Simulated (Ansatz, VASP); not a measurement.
# Two plane-wave programs on SnSe

```xyz
4
Lattice="4.1899 0.0000 0.0000 0.0000 4.1899 0.0000 0.0000 0.0000 10.9796" Properties=species:S:1:pos:R:3 pbc="T T T"
Sn    2.0949    0.0000    3.9521
Sn    0.0000    2.0949    6.8275
Se    2.0949    0.0000    6.8269
Se    0.0000    2.0949    4.1527
```

Alike in both runs: task single point; functional LDA; k mesh 6 × 6 × 4; occupations gaussian, width 0.05 eV; no spin polarisation.

|  | VASP | Ansatz |
| --- | --- | --- |
| version | VASP 6.6.1 | Ansatz 0.2.0 |
| potentials or method | VASP PAW LDA potentials, release 64 (Sn_d, Se), cutoff 500 eV | scalar-relativistic, plane waves, PAW |
| valence electrons in the cell | 40 | 60 |

```csv
,VASP,Ansatz,Ansatz less VASP
gap on the k mesh at the Fermi level (eV),1.00,1.01,+0.012
least direct gap on the mesh (eV),1.19,1.19,-0.002
rms of the force components (eV/Å),0.329,0.333,+0.0049
```

LDA's correlation is that of Perdew and Zunger in VASP and of Perdew and Wang (1992) in Ansatz. Atom by atom the forces differ by 0.010 eV/Å (rms over components). VASP's potentials hold 40 valence electrons a cell and Ansatz's 60, so a difference there can come from the potentials and not from the codes.
